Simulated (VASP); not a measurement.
SnO2 (kk07): single point with LDA

Crystal: SnO2 (kk07).

```xyz
6
Lattice="4.7374 0.0000 0.0000 0.0000 4.7374 0.0000 0.0000 0.0000 3.1864" Properties=species:S:1:pos:R:3 pbc="T T T"
Sn    0.0000    0.0000    0.0000
Sn    2.3687    2.3687    1.5932
O     1.4478    1.4478    0.0000
O     0.9208    3.8165    1.5932
O     3.2895    3.2895    0.0000
O     3.8165    0.9208    1.5932
```

```
Program                : VASP 6.6.1
Task                   : single point
Functional             : LDA
Potentials or basis    : VASP PAW LDA potentials, release 64 (Sn_d, O)
Cutoff                 : 520 eV
k mesh                 : 4 × 4 × 6
Occupations            : gaussian, width 0.1 eV
Spin                   : no spin polarisation
Dipole correction      : no
Further INCAR settings : ALGO = Normal; EDIFF = 1e-06; NBANDS = 35
```

- Pressure: 0.0 GPa
- Largest force: 0.048 eV/Å
- Band gap on the k mesh: 1.14 eV, direct

Forces on the atoms (eV/Å):
```
Sn   0.000  0.000  0.000
Sn   0.000  0.000  0.000
O    0.034  0.034  0.000
O   -0.034  0.034  0.000
O   -0.034 -0.034  0.000
O    0.034 -0.034  0.000
```

Stress tensor (GPa, compression positive):
```
-0.30  0.00  0.00
 0.00 -0.30  0.00
 0.00  0.00  0.71
```

Levels at points of the mesh, in eV from the valence-band top:
| k point | band 22 | band 23 | band 24 | band 25 | band 26 | band 27 | band 28 | band 29 | band 30 | band 31 |
| --- | --- | --- | --- | --- | --- | --- | --- | --- | --- | --- |
| (0.00, 0.00, 0.00) | -1.27 | -1.27 | -0.81 | -0.81 | 0.00 | 1.14 | 5.97 | 6.07 | 6.07 | 10.06 |
| (0.50, 0.00, 0.00) | -2.04 | -1.23 | -1.23 | -0.65 | -0.65 | 4.30 | 4.30 | 6.84 | 6.84 | 10.76 |
| (0.50, 0.50, 0.00) | -2.07 | -1.36 | -1.36 | -0.92 | -0.92 | 4.71 | 4.71 | 7.31 | 7.31 | 10.77 |
| (0.00, 0.00, 0.50) | -2.73 | -1.72 | -1.72 | -1.28 | -1.28 | 6.01 | 6.01 | 9.48 | 9.48 | 10.41 |
| (0.50, 0.00, 0.50) | -1.79 | -1.14 | -1.14 | -0.74 | -0.74 | 6.28 | 6.28 | 7.83 | 7.83 | 10.75 |
| (0.50, 0.50, 0.50) | -2.45 | -0.99 | -0.99 | -0.85 | -0.85 | 4.64 | 4.64 | 8.63 | 8.63 | 10.76 |

Wall time 37 s on 1 thread of Intel Xeon 6975P-C, with other jobs on the host, peak memory 0.18 GiB.

Caveat: spin-orbit coupling is left out, which moves the levels of the heavy elements. LDA gaps usually lie below the measured ones, often by a third to a half.
